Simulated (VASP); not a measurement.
A run of VASP 6.6.1 is set up as follows.

File INCAR:

```
PREC     = Accurate       # precision mode
ENCUT    = 520            # plane-wave cutoff, eV
EDIFF    = 1E-6           # SCF threshold, eV
ISMEAR   = 0              # smearing method
SIGMA    = 0.1            # smearing width, eV
LREAL    = F              # projectors in reciprocal space
LASPH    = T              # aspherical terms in the spheres
NELM     = 100            # most SCF steps
ALGO     = Normal         # electronic algorithm
ISIF     = 2              # what is computed and relaxed
LWAVE    = F              # write WAVECAR
LCHARG   = F              # write CHGCAR
GGA      = PE             # functional
NBANDS   = 45             # bands
```

KPOINTS

```
Automatic mesh
0
Gamma
  12 12 6
```

The input POSCAR:

```
TiW3C4
1.0
    3.0901241619      0.0000000000      0.0000000000
    0.0000000000      3.0901241619      0.0000000000
    0.0000000000      0.0000000000      8.6947673129
Ti W C
1 3 4
Direct
    0.5000000000      0.5000000000      0.5000000000
    0.0000000000      0.0000000000      0.7428948820
    0.5000000000      0.5000000000      0.0000000000
    0.0000000000      0.0000000000      0.2571051180
    0.0000000000      0.0000000000      0.0000000000
    0.5000000000      0.5000000000      0.2524781908
    0.0000000000      0.0000000000      0.5000000000
    0.5000000000      0.5000000000      0.7475218092
```

Potentials or basis: VASP PAW PBE potentials, release 64 (Ti_sv, W_sv, C).

The run is started by

```sh
$ cat potpaw_PBE.64/Ti_sv/POTCAR potpaw_PBE.64/W_sv/POTCAR potpaw_PBE.64/C/POTCAR > POTCAR
$ mpirun -np 1 vasp_std > vasp.out
```

(1) Predict the band gap on the k mesh.

(2) Estimate the pressure.

Results:

(1) zero (bands 35 and 36 overlap by 2.94 eV).

(2) 0.7 GPa.

Caveat: spin-orbit coupling is left out, which moves the levels of the heavy elements.
